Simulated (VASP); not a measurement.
A run of VASP 6.6.1 is set up as follows.

The input POSCAR:

```
GaAs
1.0
    0.0000000000      2.7623735624      2.6915434710
    2.7623735624      0.0000000000      2.6915434710
    2.7623735624      2.7623735624      0.0000000000
Ga As
1 1
Direct
    0.0000000000      0.0000000000      0.0000000000
    0.7500000000      0.7500000000      0.7500000000
```

File INCAR.step1:

```
SYSTEM = GaAs
PREC     = Accurate       ! precision mode
ENCUT    = 520            ! plane-wave cutoff, eV
ISMEAR   = 0              ! smearing method
SIGMA    = 0.05           ! smearing width, eV
LREAL    = .FALSE.        ! projectors in reciprocal space
LASPH    = .TRUE.         ! aspherical terms in the spheres
NELM     = 100            ! most SCF steps
NBANDS   = 16             ! bands
GGA      = PE             ! functional
ALGO     = Normal         ! electronic algorithm
EDIFF    = 1E-4           ! SCF threshold, eV
LWAVE    = .TRUE.         ! write WAVECAR
LCHARG   = .FALSE.        ! write CHGCAR
```

INCAR.step2

```
SYSTEM = GaAs
PREC     = Accurate       ! precision mode
ENCUT    = 520            ! plane-wave cutoff, eV
EDIFF    = 1E-7           ! SCF threshold, eV
ISMEAR   = 0              ! smearing method
SIGMA    = 0.05           ! smearing width, eV
LREAL    = .FALSE.        ! projectors in reciprocal space
LASPH    = .TRUE.         ! aspherical terms in the spheres
NELM     = 100            ! most SCF steps
ALGO     = Normal         ! electronic algorithm
ISIF     = 2              ! what is computed and relaxed
LWAVE    = .FALSE.        ! write WAVECAR
LCHARG   = .FALSE.        ! write CHGCAR
METAGGA  = R2SCAN         ! meta-GGA
LMIXTAU  = .TRUE.       
NBANDS   = 16             ! bands
ISTART   = 1
```

File KPOINTS:

```
regular mesh
0
G
  8 8 8
  0 0 0
```

Potentials or basis: VASP PAW PBE potentials, release 64 (Ga_d, As).

The run is started by

```bash
$ cat potpaw_PBE.64/Ga_d/POTCAR potpaw_PBE.64/As/POTCAR > POTCAR
$ cp INCAR.step1 INCAR
$ mpirun -np 1 vasp_std > vasp.out
$ cp INCAR.step2 INCAR
$ mpirun -np 1 vasp_std > vasp.out
```

Estimate the pressure.

9.4 GPa.

Predict the band gap on the k mesh.

1.33 eV, indirect (least direct gap 1.67 eV).

Stress tensor (GPa, compression positive):
```
 8.90  0.00  0.00
 0.00  8.90  0.00
 0.00  0.00 10.54
```

Caveat: the cell differs from its parent crystal (strain -0.025 along x and y, -0.050 along z); the PAW data sets were made with another functional, which shifts forces and pressure a little. A k mesh can miss the band edges.
